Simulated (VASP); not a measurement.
Runs of VASP 6.6.1 on Al. The structure is that of space group P6_3/mmc (No. 194), or close to it. The cells are those of the table. This isn't the form of Al at room conditions, which is fcc.

```tsv
cell	k mesh	gap on the mesh (eV)	pressure (GPa)
a = 2.829, b = 2.829, c = 9.371 Å, angles 90.0, 90.0, 120.0°, 4 atoms	17 × 17 × 5	none	(b)
a = 2.752, b = 2.752, c = 9.114 Å, angles 90.0, 90.0, 120.0°, 4 atoms	14 × 14 × 4	none	(a)
a = 2.938, b = 2.938, c = 9.732 Å, angles 90.0, 90.0, 120.0°, 4 atoms	14 × 14 × 4	none	-7.1
a = 2.791, b = 2.791, c = 9.245 Å, angles 90.0, 90.0, 120.0°, 4 atoms	14 × 14 × 4	none	3.7
a = 2.711, b = 2.711, c = 8.980 Å, angles 90.0, 90.0, 120.0°, 4 atoms	14 × 14 × 4	none	(c)
a = 2.903, b = 2.903, c = 9.615 Å, angles 90.0, 90.0, 120.0°, 4 atoms	14 × 14 × 4	none	-5.2
a = 2.829, b = 2.829, c = 9.371 Å, angles 90.0, 90.0, 120.0°, 4 atoms	14 × 14 × 4	none	0.0
a = 2.867, b = 2.867, c = 9.495 Å, angles 90.0, 90.0, 120.0°, 4 atoms	14 × 14 × 4	none	-2.9
```

Alike in all rows: task single point; level PBEsol; potentials or basis VASP PAW PBE potentials, release 64 (Al); no spin polarisation; cutoff (eV) 520; smearing fermi-dirac 0.1 eV.

**Question.** Fill in the values left out.

**Answer.** (a) 8.2; (b) 0.1; (c) 13.9.

Caveats: the PAW data sets were made with another functional, which shifts forces and pressure a little; the cell stands under pressure (at least some runs); the cell stands under tension (at least some runs).

A gap of «none» marks levels without a gap at the run's occupations.
